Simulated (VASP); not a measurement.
# Tl (P6_3/mmc) in VASP: single point with PBEsol

Aim: the single point of Tl with PBEsol.

All numbers are computed with VASP 6.6.1; they aren't measurements. Logs are shortened: lines on timing, memory, paths and dates and some standing lists are left out, and cuts for length are marked.

### Step 1. The cell of the first run

The structure is hexagonal, space group P6_3/mmc (No. 194). Conventional cell: a = 5.074 Å, b = 5.074 Å, c = 8.217 Å, α = 90.00°, β = 90.00°, γ = 120.00°. Within 4.0 Å of Tl (site symmetry 3m) lie 4 Tl at 3.03 to 3.32 Å.

### Step 2. Single point, PBEsol

The input, INCAR:

```
ALGO     = Normal         # electronic algorithm
EDIFF    = 1E-6           # SCF threshold, eV
ENCUT    = 520            # plane-wave cutoff, eV
GGA      = PS             # functional
ISIF     = 2              # what is computed and relaxed
ISMEAR   = -1             # smearing method
LASPH    = True           # aspherical terms in the spheres
LCHARG   = False          # write CHGCAR
LREAL    = False          # projectors in reciprocal space
LWAVE    = False          # write WAVECAR
NBANDS   = 34             # bands
NELM     = 80             # most SCF steps
PREC     = Accurate       # precision mode
SIGMA    = 0.05           # smearing width, eV
```

The input, KPOINTS:

```
k-points
0
Gamma
  5 5 3
```

The input, POSCAR:

```
Tl
1.0
    5.0740000000      0.0000000000      0.0000000000
   -2.5370000000      4.3942129000      0.0000000000
    0.0000000000      0.0000000000      8.2170000000
Tl
4
Direct
    0.3333333333      0.6666666667      0.4520000000
    0.6666666667      0.3333333333      0.9520000000
    0.3333333333      0.6666666667      0.0480000000
    0.6666666667      0.3333333333      0.5480000000
```

Potentials or basis: VASP PAW PBE potentials, release 64 (Tl_d).

Started as:

```
$ cat potpaw_PBE.64/Tl_d/POTCAR > POTCAR
$ mpirun -np 1 vasp_std > vasp.out
```

OUTCAR:

```text
EDIFF = 1E-6
   ENCUT = 520
   GGA = PS
   ISIF = 2
   ISMEAR = -1
   LASPH = True
   LREAL = False
   NELM = 80
   PREC = Accurate

 ion  position               nearest neighbor table
   1  0.333  0.667  0.452-   4 3.03   4 3.03   4 3.03   3 3.32
   2  0.667  0.333  0.952-   3 3.03   3 3.03   3 3.03   4 3.32
   3  0.333  0.667  0.048-   2 3.03   2 3.03   2 3.03   1 3.32
   4  0.667  0.333  0.548-   1 3.03   1 3.03   1 3.03   2 3.32

  LATTYP: Found a hexagonal cell.
 ALAT       =     5.0740000000
 C/A-ratio  =     1.6194324005

  Lattice vectors:

 A1 = (   5.0740000000,   0.0000000000,   0.0000000000)
 A2 = (  -2.5370000000,   4.3942129000,   0.0000000000)
 A3 = (   0.0000000000,   0.0000000000,   8.2170000000)

Analysis of symmetry for initial positions (statically):
=====================================================================
 Subroutine PRICEL returns:
 Original cell was already a primitive cell.

 Routine SETGRP: Setting up the symmetry group for a
 hexagonal supercell.

 Subroutine GETGRP returns: Found 24 space group operations
 (whereof 12 operations were pure point group operations)
 out of a pool of 24 trial point group operations.

The static configuration has the point symmetry D_3d.
 The point group associated with its full space group is D_6h.

Analysis of symmetry for dynamics (positions and initial velocities):
=====================================================================
 Subroutine PRICEL returns:
 Original cell was already a primitive cell.

 Routine SETGRP: Setting up the symmetry group for a
 hexagonal supercell.

 Subroutine GETGRP returns: Found 24 space group operations
 (whereof 12 operations were pure point group operations)
 out of a pool of 24 trial point group operations.

The dynamic configuration has the point symmetry D_3d.
 The point group associated with its full space group is D_6h.

 Subroutine INISYM returns: Found 24 space group operations
 (whereof 12 operations are pure point group operations),
 and found     1 'primitive' translations

----------------------------------------------------------------------------------------

                                     Primitive cell

  volume of cell :     183.2082

  direct lattice vectors                    reciprocal lattice vectors
     5.074000000  0.000000000  0.000000000     0.197083169  0.113786021  0.000000000
    -2.537000000  4.394212900  0.000000000     0.000000000  0.227572041  0.000000000
     0.000000000  0.000000000  8.217000000     0.000000000  0.000000000  0.121698917

  length of vectors
     5.074000000  5.074000001  8.217000000     0.227572041  0.227572041  0.121698917

  position of ions in fractional coordinates (direct lattice)
     0.333333333  0.666666667  0.452000000
     0.666666667  0.333333333  0.952000000
     0.333333333  0.666666667  0.048000000
     0.666666667  0.333333333  0.548000000

  ion indices of the primitive-cell ions
   primitive index   ion index
                 1           1
                 2           2
                 3           3
                 4           4

----------------------------------------------------------------------------------------

 KPOINTS: k-points

Automatic generation of k-mesh.
 Grid dimensions read from file:
 generate k-points for:    5    5    3

 Generating k-lattice:

  Cartesian coordinates                     Fractional coordinates (reciprocal lattice)
     0.039416634  0.022757204  0.000000000     0.200000000 -0.000000000  0.000000000
     0.000000000  0.045514408  0.000000000     0.000000000  0.200000000  0.000000000
     0.000000000  0.000000000  0.040566306     0.000000000  0.000000000  0.333333333

  Length of vectors
     0.045514408  0.045514408  0.040566306

  Shift w.r.t. Gamma in fractional coordinates (k-lattice)
     0.000000000  0.000000000  0.000000000

 Subroutine IBZKPT returns following result:
 ===========================================

 Found     10 irreducible k-points:

 Following reciprocal coordinates:
            Coordinates               Weight
  0.000000  0.000000  0.000000      1.000000
  0.200000  0.000000  0.000000      6.000000
  0.400000  0.000000  0.000000      6.000000
  0.200000  0.200000  0.000000      6.000000
  0.400000  0.200000  0.000000      6.000000
  0.000000  0.000000  0.333333      2.000000
  0.200000  0.000000  0.333333     12.000000
  0.400000  0.000000  0.333333     12.000000
  0.200000  0.200000  0.333333     12.000000
  0.400000  0.200000  0.333333     12.000000
   k-points           NKPTS =     10   k-points in BZ     NKDIM =     10   number of bands    NBANDS=     34
   number of dos      NEDOS =    301   number of ions     NIONS =      4
   total plane-waves  NPLWV = 102400
   dimension x,y,z NGX =    40 NGY =   40 NGZ =   64
   dimension x,y,z NGXF=    80 NGYF=   80 NGZF=  128
   ions per type =               4
   NGX,Y,Z   is equivalent  to a cutoff of  13.11, 13.11, 12.95 a.u.
   NGXF,Y,Z  is equivalent  to a cutoff of  26.21, 26.21, 25.90 a.u.
 SYSTEM =  unknown system
   PREC   = accura    normal or accurate (medium, high low for compatibility)
   ISTART =      0    job   : 0-new  1-cont  2-samecut
   ICHARG =      2    charge: 1-file 2-atom 10-const
   ISPIN  =      1    spin polarized calculation?
   LNONCOLLINEAR =      F non collinear calculations
   LSORBIT =      F    spin-orbit coupling
   LASPH  =      T    aspherical Exc in radial PAW
   ENCUT  =  520.0 eV  38.22 Ry    6.18 a.u.   9.43  9.43 15.28*2*pi/ulx,y,z
   NELM   =     80;   NELMIN=  2; NELMDL= -5     # of ELM steps
   EDIFF  = 0.1E-05   stopping-criterion for ELM
   LREAL  =      F    real-space projection
   EDIFFG = 0.1E-04   stopping-criterion for IOM
   NSW    =      0    number of steps for IOM
   IBRION =     -1    ionic relax: 0-MD 1-quasi-New 2-CG
   NFREE  =      0    steps in history (QN), initial steepest desc. (CG)
   ISIF   =      2    stress and relaxation
   ISYM   =      2    0-nonsym 1-usesym 2-fastsym
   POTIM  = 0.5000    time-step for ionic-motion
   TEBEG  =    0.0;   TEEND  =   0.0 temperature during run
   PSTRESS=    0.0 pullay stress
   NELECT =      52.0000    total number of electrons
   NUPDOWN=      -1.0000    fix difference up-down
   EMIN   =  10.00;   EMAX   =-10.00  energy-range for DOS
   EFERMI =   0.00;   METHOD = LEGACY
   ISMEAR =    -1;   SIGMA  =   0.05  broadening in eV -4-tet -1-fermi 0-gaus
   EFERMI_NEDOS =   21; number of points for ismear=-14 and -15
   IALGO  =     38    algorithm
   IMIX   =      4    mixing-type and parameters
     AMIX     =   0.40;   BMIX     =  1.00
     AMIX_MAG =   1.60;   BMIX_MAG =  1.00
  volume/ion in A,a.u.               =      45.80       309.09
  Fermi-wavevector in a.u.,A,eV,Ry     =   1.075873  2.033105 15.748780  1.157503
  Thomas-Fermi vector in A             =   2.211742
   LORBIT       =      0    0 simple, 1 ext, 2 COOP (PROOUT), +10 PAW based schemes
   GGA     = PS    functional components
   LHFCALC =     F    Hartree Fock is set to
   AEXX    =    0.0000 exact exchange contribution
   IVDW    =     0    specifies the selected vdW correction
   LEPSILON=     F    determine dielectric tensor
   LRPA    =     F    only Hartree local field effects (RPA)
 non-spin polarized calculation
  energy-cutoff  :      520.00
  volume of cell :      183.21
 maximum number of plane-waves:      4955
 NGX is ok and might be reduce to    40
   NGX = 19   NGY = 19   NGZ = 31

 number of electron      52.0000002 magnetization

 Free energy of the ion-electron system (eV)
  ---------------------------------------------------
  ext. energy  EPLUGINS =         0.00000000
  ---------------------------------------------------
  free energy    TOTEN  =        -8.71601482 eV

  energy without entropy =       -8.68859028  energy(sigma->0) =       -8.70230255

 E-fermi :   2.4755     XC(G=0):  -7.9306

 val. band max:        2.4671592913   @ k =   0.4000   0.2000   0.3333
 cond. band min:       2.5440062323   @ k =   0.4000   0.2000   0.0000
 fundamental gap:      0.0768469411
 Fermi energy:         2.4754807019

 k-point     1 :       0.0000    0.0000    0.0000
  band No.  band energies     occupation
      1      -9.3506      2.00000
      2      -9.3506      2.00000
      3      -9.3097      2.00000
      4      -9.3097      2.00000
      5      -9.2992      2.00000
      6      -9.2499      2.00000
[... 26 lines left out ...]
     33       6.2490      0.00000
     34       7.0775      0.00000

 k-point     2 :       0.2000    0.0000    0.0000
  band No.  band energies     occupation
      1      -9.4016      2.00000
      2      -9.3958      2.00000
      3      -9.3589      2.00000
      4      -9.3476      2.00000
      5      -9.3300      2.00000
      6      -9.1971      2.00000
[... 26 lines left out ...]
     33       7.0646      0.00000
     34       7.7841      0.00000

 k-point     3 :       0.4000    0.0000    0.0000
  band No.  band energies     occupation
      1      -9.4292      2.00000
      2      -9.4291      2.00000
      3      -9.4022      2.00000
      4      -9.3755      2.00000
      5      -9.3720      2.00000
      6      -9.1969      2.00000
[... 26 lines left out ...]
     33       7.6735      0.00000
     34       8.1759      0.00000
[... 186 lines left out ...]
 k-point     9 :       0.2000    0.2000    0.3333
  band No.  band energies     occupation
      1      -9.4530      2.00000
      2      -9.4396      2.00000
      3      -9.3877      2.00000
      4      -9.3576      2.00000
      5      -9.3185      2.00000
      6      -9.2411      2.00000
[... 26 lines left out ...]
     33       7.0207      0.00000
     34       7.4618      0.00000

 k-point    10 :       0.4000    0.2000    0.3333
  band No.  band energies     occupation
      1      -9.4889      2.00000
      2      -9.4774      2.00000
      3      -9.3735      2.00000
      4      -9.3623      2.00000
      5      -9.3072      2.00000
      6      -9.2668      2.00000
[... 26 lines left out ...]
     33       7.0612      0.00000
     34       8.6004      0.00000

------------------------ aborting loop because EDIFF is reached ----------------------------------------

  FORCE on cell =-STRESS in cart. coord.  units (eV):
  Direction    XX          YY          ZZ          XY          YZ          ZX
  --------------------------------------------------------------------------------------
  -------------------------------------------------------------------------------------
  Total       -1.2223439     -1.2223439     -3.4002942      0.0000000      0.0000000      0.0000000
  in kB      -10.6895432    -10.6895432    -29.7359783      0.0000000      0.0000000      0.0000000
  external PRESSURE =     -17.0383549 kB  Pullay stress =       0.0000000 kB

 VOLUME and BASIS-vectors are now :
 -----------------------------------------------------------------------------
  energy-cutoff  :      520.00
  volume of cell :      183.21
      direct lattice vectors                 reciprocal lattice vectors
     5.074000000  0.000000000  0.000000000     0.197083169  0.113786021  0.000000000
    -2.537000000  4.394212900  0.000000000     0.000000000  0.227572041  0.000000000
     0.000000000  0.000000000  8.217000000     0.000000000  0.000000000  0.121698917

 POSITION                                       TOTAL-FORCE (eV/Angst)
 -----------------------------------------------------------------------------------
     -0.00000      2.92948      3.71408         0.000000     -0.000000     -0.058331
      2.53700      1.46474      7.82258        -0.000000      0.000000     -0.058331
     -0.00000      2.92948      0.39442         0.000000     -0.000000      0.058331
      2.53700      1.46474      4.50292        -0.000000      0.000000      0.058331
 -----------------------------------------------------------------------------------
    total drift:                               -0.000000     -0.000000      0.000000

  FREE ENERGIE OF THE ION-ELECTRON SYSTEM (eV)
  ---------------------------------------------------
  free  energy   TOTEN  =        -8.7160148248 eV

  energy  without entropy=       -8.6885902843  energy(sigma->0) =       -8.70230255
```

Wall time 2 min (1 thread of Intel Xeon 8259CL, shared host); peak memory 0.32 GiB.

Results:

```
Free energy            : -8.7160 eV
Pressure               : -1.7 GPa
Largest force          : 0.058 eV/Å
Band gap on the k mesh : zero (bands 26 and 27 overlap by 1.31 eV)
```

Forces in eV/Å, atoms in the order of the input:
```
Tl   0.000  0.000 -0.058
Tl   0.000  0.000 -0.058
Tl   0.000  0.000  0.058
Tl   0.000  0.000  0.058
```

Stress tensor (GPa, compression positive):
```
-1.07  0.00  0.00
 0.00 -1.07  0.00
 0.00  0.00 -2.97
```

Levels at points of the mesh, in eV from the Fermi level:
```tsv
k point	band 23	band 24	band 25	band 26	band 27	band 28	band 29	band 30
(0.00, 0.00, 0.00)	-4.13	-1.56	-0.13	0.84	0.84	1.91	1.91	2.53
```

Caveat: the PAW data sets were made with another functional, which shifts forces and pressure a little; spin-orbit coupling is left out, which moves the levels of the heavy elements.
